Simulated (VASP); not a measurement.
# GaAs (F-43m) in VASP: single point with PBE

Aim: the single point of GaAs with PBE.

Everything below comes from runs of VASP 6.6.1. Logs are shortened: lines on timing, memory, paths and dates and some standing lists are left out, and cuts for length are marked.

## (1) The cell of the first run

The structure is cubic, space group F-43m (No. 216). The conventional cell has a = 5.750 Å, b = 5.750 Å, c = 5.750 Å, α = 90.00°, β = 90.00°, γ = 90.00°. Ga (site symmetry -43m) has 4 As at 2.49 Å within 3.3 Å. As (site symmetry -43m) has 4 Ga at 2.49 Å within 3.3 Å.

## (2) Single point, PBE

File INCAR:

```
SYSTEM = GaAs
ALGO     = Normal         ! electronic algorithm
EDIFF    = 1E-6           ! SCF threshold, eV
ENCUT    = 520            ! plane-wave cutoff, eV
GGA      = PE             ! functional
ISIF     = 2              ! what is computed and relaxed
ISMEAR   = 0              ! smearing method
LASPH    = .True.         ! aspherical terms in the spheres
LCHARG   = .False.        ! write CHGCAR
LREAL    = .False.        ! projectors in reciprocal space
LWAVE    = .False.        ! write WAVECAR
NBANDS   = 16             ! bands
NELM     = 100            ! most SCF steps
PREC     = Accurate       ! precision mode
SIGMA    = 0.1            ! smearing width, eV
```

File KPOINTS:

```
k-points
0
Gamma
  6 6 6
  0 0 0
```

File POSCAR:

```
GaAs
1.0
    0.0000000000      2.8750910496      2.8750910496
    2.8750910496      0.0000000000      2.8750910496
    2.8750910496      2.8750910496      0.0000000000
Ga As
1 1
Direct
    0.0000000000      0.0000000000      0.0000000000
    0.2500000000      0.2500000000      0.2500000000
```

Potentials or basis: VASP PAW PBE potentials, release 64 (Ga_d, As).

Started as:

```console
$ cat potpaw_PBE.64/Ga_d/POTCAR potpaw_PBE.64/As/POTCAR > POTCAR
$ mpirun -np 1 vasp_std > vasp.out
```

OUTCAR:

```text
SYSTEM = GaAs
   EDIFF = 1E-6
   ENCUT = 520
   GGA = PE
   ISIF = 2
   ISMEAR = 0
   LASPH = .True.
   LREAL = .False.
   NELM = 100
   PREC = Accurate

 ion  position               nearest neighbor table
   1  0.000  0.000  0.000-   2 2.49   2 2.49   2 2.49   2 2.49
   2  0.250  0.250  0.250-   1 2.49   1 2.49   1 2.49   1 2.49

  LATTYP: Found a face centered cubic cell.
 ALAT       =     5.7501820992

  Lattice vectors:

 A1 = (   0.0000000000,   2.8750910496,   2.8750910496)
 A2 = (   2.8750910496,   0.0000000000,   2.8750910496)
 A3 = (   2.8750910496,   2.8750910496,   0.0000000000)

Analysis of symmetry for initial positions (statically):
=====================================================================
 Subroutine PRICEL returns:
 Original cell was already a primitive cell.

 Routine SETGRP: Setting up the symmetry group for a
 face centered cubic supercell.

 Subroutine GETGRP returns: Found 24 space group operations
 (whereof 24 operations were pure point group operations)
 out of a pool of 48 trial point group operations.

The static configuration has the point symmetry T_d .

Analysis of symmetry for dynamics (positions and initial velocities):
=====================================================================
 Subroutine PRICEL returns:
 Original cell was already a primitive cell.

 Routine SETGRP: Setting up the symmetry group for a
 face centered cubic supercell.

 Subroutine GETGRP returns: Found 24 space group operations
 (whereof 24 operations were pure point group operations)
 out of a pool of 48 trial point group operations.

The dynamic configuration has the point symmetry T_d .

 Subroutine INISYM returns: Found 24 space group operations
 (whereof 24 operations are pure point group operations),
 and found     1 'primitive' translations

----------------------------------------------------------------------------------------

                                     Primitive cell

  volume of cell :      47.5319

  direct lattice vectors                    reciprocal lattice vectors
     0.000000000  2.875091050  2.875091050    -0.173907536  0.173907536  0.173907536
     2.875091050  0.000000000  2.875091050     0.173907536 -0.173907536  0.173907536
     2.875091050  2.875091050  0.000000000     0.173907536  0.173907536 -0.173907536

  length of vectors
     4.065992755  4.065992755  4.065992755     0.301216688  0.301216688  0.301216688

  position of ions in fractional coordinates (direct lattice)
     0.000000000  0.000000000  0.000000000
     0.250000000  0.250000000  0.250000000

  ion indices of the primitive-cell ions
   primitive index   ion index
                 1           1
                 2           2

----------------------------------------------------------------------------------------

 KPOINTS: k-points

Automatic generation of k-mesh.
 Grid dimensions read from file:
 generate k-points for:    6    6    6

 Generating k-lattice:

  Cartesian coordinates                     Fractional coordinates (reciprocal lattice)
    -0.028984589  0.028984589  0.028984589     0.166666667  0.000000000  0.000000000
     0.028984589 -0.028984589  0.028984589     0.000000000  0.166666667  0.000000000
     0.028984589  0.028984589 -0.028984589     0.000000000  0.000000000  0.166666667

  Length of vectors
     0.050202781  0.050202781  0.050202781

  Shift w.r.t. Gamma in fractional coordinates (k-lattice)
     0.000000000  0.000000000  0.000000000

 Subroutine IBZKPT returns following result:
 ===========================================

 Found     16 irreducible k-points:

 Following reciprocal coordinates:
            Coordinates               Weight
  0.000000  0.000000  0.000000      1.000000
  0.166667  0.000000  0.000000      8.000000
  0.333333  0.000000  0.000000      8.000000
  0.500000  0.000000  0.000000      4.000000
  0.166667  0.166667  0.000000      6.000000
  0.333333  0.166667  0.000000     24.000000
[... 8 lines left out ...]
 -0.333333  0.333333  0.166667     24.000000
 -0.333333  0.500000  0.166667     12.000000
   k-points           NKPTS =     16   k-points in BZ     NKDIM =     16   number of bands    NBANDS=     16
   number of dos      NEDOS =    301   number of ions     NIONS =      2
   total plane-waves  NPLWV =  27000
   dimension x,y,z NGX =    30 NGY =   30 NGZ =   30
   dimension x,y,z NGXF=    60 NGYF=   60 NGZF=   60
   ions per type =               1   1
   NGX,Y,Z   is equivalent  to a cutoff of  12.27, 12.27, 12.27 a.u.
   NGXF,Y,Z  is equivalent  to a cutoff of  24.53, 24.53, 24.53 a.u.
 SYSTEM =  GaAs
   PREC   = accura    normal or accurate (medium, high low for compatibility)
   ISTART =      0    job   : 0-new  1-cont  2-samecut
   ICHARG =      2    charge: 1-file 2-atom 10-const
   ISPIN  =      1    spin polarized calculation?
   LNONCOLLINEAR =      F non collinear calculations
   LSORBIT =      F    spin-orbit coupling
   LASPH  =      T    aspherical Exc in radial PAW
   ENCUT  =  520.0 eV  38.22 Ry    6.18 a.u.   7.56  7.56  7.56*2*pi/ulx,y,z
   NELM   =    100;   NELMIN=  2; NELMDL= -5     # of ELM steps
   EDIFF  = 0.1E-05   stopping-criterion for ELM
   LREAL  =      F    real-space projection
   EDIFFG = 0.1E-04   stopping-criterion for IOM
   NSW    =      0    number of steps for IOM
   IBRION =     -1    ionic relax: 0-MD 1-quasi-New 2-CG
   NFREE  =      0    steps in history (QN), initial steepest desc. (CG)
   ISIF   =      2    stress and relaxation
   ISYM   =      2    0-nonsym 1-usesym 2-fastsym
   POTIM  = 0.5000    time-step for ionic-motion
   TEBEG  =    0.0;   TEEND  =   0.0 temperature during run
   PSTRESS=    0.0 pullay stress
   NELECT =      18.0000    total number of electrons
   NUPDOWN=      -1.0000    fix difference up-down
   EMIN   =  10.00;   EMAX   =-10.00  energy-range for DOS
   EFERMI =   0.00;   METHOD = LEGACY
   ISMEAR =     0;   SIGMA  =   0.10  broadening in eV -4-tet -1-fermi 0-gaus
   EFERMI_NEDOS =   21; number of points for ismear=-14 and -15
   IALGO  =     38    algorithm
   IMIX   =      4    mixing-type and parameters
     AMIX     =   0.40;   BMIX     =  1.00
     AMIX_MAG =   1.60;   BMIX_MAG =  1.00
  volume/ion in A,a.u.               =      23.77       160.38
  Fermi-wavevector in a.u.,A,eV,Ry     =   1.184415  2.238221 19.086796  1.402840
  Thomas-Fermi vector in A             =   2.320630
   LORBIT       =      0    0 simple, 1 ext, 2 COOP (PROOUT), +10 PAW based schemes
   GGA     = PE    functional components
   LHFCALC =     F    Hartree Fock is set to
   AEXX    =    0.0000 exact exchange contribution
   IVDW    =     0    specifies the selected vdW correction
   LEPSILON=     F    determine dielectric tensor
   LRPA    =     F    only Hartree local field effects (RPA)
 non-spin polarized calculation
 Gauss-broadening in eV      SIGMA  =   0.10
  energy-cutoff  :      520.00
  volume of cell :       47.53
 maximum number of plane-waves:      1303
   NGX = 15   NGY = 15   NGZ = 15

 number of electron      17.9999988 magnetization

 Free energy of the ion-electron system (eV)
  ---------------------------------------------------
  ext. energy  EPLUGINS =         0.00000000
  ---------------------------------------------------
  free energy    TOTEN  =        -8.25113761 eV

  energy without entropy =       -8.25061635  energy(sigma->0) =       -8.25087698

 E-fermi :   3.5729     XC(G=0):  -9.3570

 val. band max:        3.4765048645   @ k =   0.0000   0.0000   0.0000
 cond. band min:       3.6186184108   @ k =   0.0000   0.0000   0.0000
 fundamental gap:      0.1421135463
 Fermi energy:         3.5729223001

 k-point     1 :       0.0000    0.0000    0.0000
  band No.  band energies     occupation
      1     -11.2582      2.00000
      2     -11.2582      2.00000
      3     -11.2582      2.00000
      4     -11.1910      2.00000
      5     -11.1910      2.00000
      6      -8.8967      2.00000
[... 8 lines left out ...]
     15      13.4684      0.00000
     16      13.4684      0.00000

 k-point     2 :       0.1667    0.0000    0.0000
  band No.  band energies     occupation
      1     -11.2757      2.00000
      2     -11.2532      2.00000
      3     -11.2532      2.00000
      4     -11.1911      2.00000
      5     -11.1911      2.00000
      6      -8.5999      2.00000
[... 8 lines left out ...]
     15      12.4481      0.00000
     16      12.4481      0.00000

 k-point     3 :       0.3333    0.0000    0.0000
  band No.  band energies     occupation
      1     -11.3073      2.00000
      2     -11.2450      2.00000
      3     -11.2450      2.00000
      4     -11.1896      2.00000
      5     -11.1896      2.00000
      6      -7.8384      2.00000
[... 8 lines left out ...]
     15      13.0160      0.00000
     16      13.0160      0.00000

 k-point     4 :       0.5000    0.0000    0.0000
  band No.  band energies     occupation
      1     -11.3219      2.00000
      2     -11.2419      2.00000
      3     -11.2419      2.00000
      4     -11.1877      2.00000
      5     -11.1877      2.00000
      6      -7.2835      2.00000
[... 8 lines left out ...]
     15      15.0926      0.00000
     16      15.0926      0.00000

 k-point     5 :       0.1667    0.1667    0.0000
  band No.  band energies     occupation
      1     -11.2857      2.00000
      2     -11.2483      2.00000
      3     -11.2483      2.00000
      4     -11.1952      2.00000
      5     -11.1883      2.00000
      6      -8.5003      2.00000
[... 8 lines left out ...]
     15      12.8940      0.00000
     16      13.9042      0.00000

 k-point     6 :       0.3333    0.1667    0.0000
  band No.  band energies     occupation
      1     -11.3106      2.00000
      2     -11.2410      2.00000
      3     -11.2390      2.00000
      4     -11.1974      2.00000
      5     -11.1862      2.00000
      6      -7.8808      2.00000
[... 8 lines left out ...]
     15      14.0461      0.00000
     16      14.2324      0.00000

 k-point     7 :       0.5000    0.1667    0.0000
  band No.  band energies     occupation
      1     -11.3261      2.00000
      2     -11.2384      2.00000
      3     -11.2351      2.00000
      4     -11.1939      2.00000
      5     -11.1865      2.00000
      6      -7.1596      2.00000
[... 8 lines left out ...]
     15      14.7320      0.00000
     16      15.1205      0.00000

 k-point     8 :      -0.3333    0.1667    0.0000
  band No.  band energies     occupation
      1     -11.3204      2.00000
      2     -11.2395      2.00000
      3     -11.2384      2.00000
      4     -11.1911      2.00000
      5     -11.1898      2.00000
      6      -7.3620      2.00000
[... 8 lines left out ...]
     15      13.2903      0.00000
     16      14.9782      0.00000

 k-point     9 :      -0.1667    0.1667    0.0000
  band No.  band energies     occupation
      1     -11.2974      2.00000
      2     -11.2475      2.00000
      3     -11.2447      2.00000
      4     -11.1933      2.00000
      5     -11.1892      2.00000
      6      -8.1402      2.00000
[... 8 lines left out ...]
     15      13.1604      0.00000
     16      13.8447      0.00000

 k-point    10 :       0.3333    0.3333    0.0000
  band No.  band energies     occupation
      1     -11.3309      2.00000
      2     -11.2278      2.00000
      3     -11.2278      2.00000
      4     -11.2057      2.00000
      5     -11.1828      2.00000
      6      -7.4550      2.00000
[... 8 lines left out ...]
     15      15.1849      0.00000
     16      16.1704      0.00000

 k-point    11 :       0.5000    0.3333    0.0000
  band No.  band energies     occupation
      1     -11.3410      2.00000
      2     -11.2259      2.00000
      3     -11.2227      2.00000
      4     -11.2053      2.00000
      5     -11.1829      2.00000
      6      -6.8339      2.00000
[... 8 lines left out ...]
     15      15.5101      0.00000
     16      15.9148      0.00000

 k-point    12 :      -0.3333    0.3333    0.0000
  band No.  band energies     occupation
      1     -11.3345      2.00000
      2     -11.2328      2.00000
      3     -11.2270      2.00000
      4     -11.1975      2.00000
      5     -11.1880      2.00000
      6      -6.7819      2.00000
[... 8 lines left out ...]
     15      13.0242      0.00000
     16      17.3360      0.00000

 k-point    13 :       0.5000    0.5000    0.0000
  band No.  band energies     occupation
      1     -11.3503      2.00000
      2     -11.2173      2.00000
      3     -11.2173      2.00000
      4     -11.2115      2.00000
      5     -11.1801      2.00000
      6      -6.6074      2.00000
[... 8 lines left out ...]
     15      16.2643      0.00000
     16      16.5642      0.00000

 k-point    14 :       0.5000    0.3333    0.1667
  band No.  band energies     occupation
      1     -11.3278      2.00000
      2     -11.2355      2.00000
      3     -11.2297      2.00000
      4     -11.1993      2.00000
      5     -11.1858      2.00000
      6      -7.2302      2.00000
[... 8 lines left out ...]
     15      14.3217      0.00000
     16      16.2221      0.00000

 k-point    15 :      -0.3333    0.3333    0.1667
  band No.  band energies     occupation
      1     -11.3342      2.00000
      2     -11.2350      2.00000
      3     -11.2255      2.00000
      4     -11.1974      2.00000
      5     -11.1878      2.00000
      6      -6.7811      2.00000
[... 8 lines left out ...]
     15      15.3299      0.00000
     16      15.8447      0.00000

 k-point    16 :      -0.3333    0.5000    0.1667
  band No.  band energies     occupation
      1     -11.3421      2.00000
      2     -11.2284      2.00000
      3     -11.2202      2.00000
      4     -11.2032      2.00000
      5     -11.1848      2.00000
      6      -6.5725      2.00000
[... 8 lines left out ...]
     15      15.3438      0.00000
     16      16.4835      0.00000

------------------------ aborting loop because EDIFF is reached ----------------------------------------

  FORCE on cell =-STRESS in cart. coord.  units (eV):
  Direction    XX          YY          ZZ          XY          YZ          ZX
  --------------------------------------------------------------------------------------
  -------------------------------------------------------------------------------------
  Total        0.0021208      0.0021208      0.0021208      0.0000000     -0.0000000      0.0000000
  in kB        0.0714872      0.0714872      0.0714872      0.0000000     -0.0000000      0.0000000
  external PRESSURE =       0.0714872 kB  Pullay stress =       0.0000000 kB

 VOLUME and BASIS-vectors are now :
 -----------------------------------------------------------------------------
  energy-cutoff  :      520.00
  volume of cell :       47.53
      direct lattice vectors                 reciprocal lattice vectors
     0.000000000  2.875091050  2.875091050    -0.173907536  0.173907536  0.173907536
     2.875091050  0.000000000  2.875091050     0.173907536 -0.173907536  0.173907536
     2.875091050  2.875091050  0.000000000     0.173907536  0.173907536 -0.173907536

 POSITION                                       TOTAL-FORCE (eV/Angst)
 -----------------------------------------------------------------------------------
      0.00000      0.00000      0.00000        -0.000000     -0.000000     -0.000000
      1.43755      1.43755      1.43755         0.000000      0.000000      0.000000
 -----------------------------------------------------------------------------------
    total drift:                                0.000002      0.000002      0.000002

  FREE ENERGIE OF THE ION-ELECTRON SYSTEM (eV)
  ---------------------------------------------------
  free  energy   TOTEN  =        -8.2511376089 eV

  energy  without entropy=       -8.2506163516  energy(sigma->0) =       -8.25087698
```

It took 6.7 s on 1 thread of Intel Xeon 6975P-C (Granite Rapids), shared host; peak memory 0.17 GiB.

What came out:

| Property | Result |
| --- | --- |
| Free energy | -8.2511 eV |
| Pressure | 0.0 GPa |
| Band gap on the k mesh | 0.14 eV, direct |

Levels at points of the mesh, in eV from the valence-band top:
```tsv
k point	band 6	band 7	band 8	band 9	band 10	band 11	band 12	band 13
(0.00, 0.00, 0.00)	-12.37	0.00	0.00	0.00	0.14	3.71	3.71	3.71
(0.50, 0.00, 0.00)	-10.76	-6.38	-1.07	-1.07	0.86	4.61	4.61	7.69
(0.50, 0.50, 0.00)	-10.08	-6.59	-2.51	-2.51	1.55	1.67	9.76	9.76
```
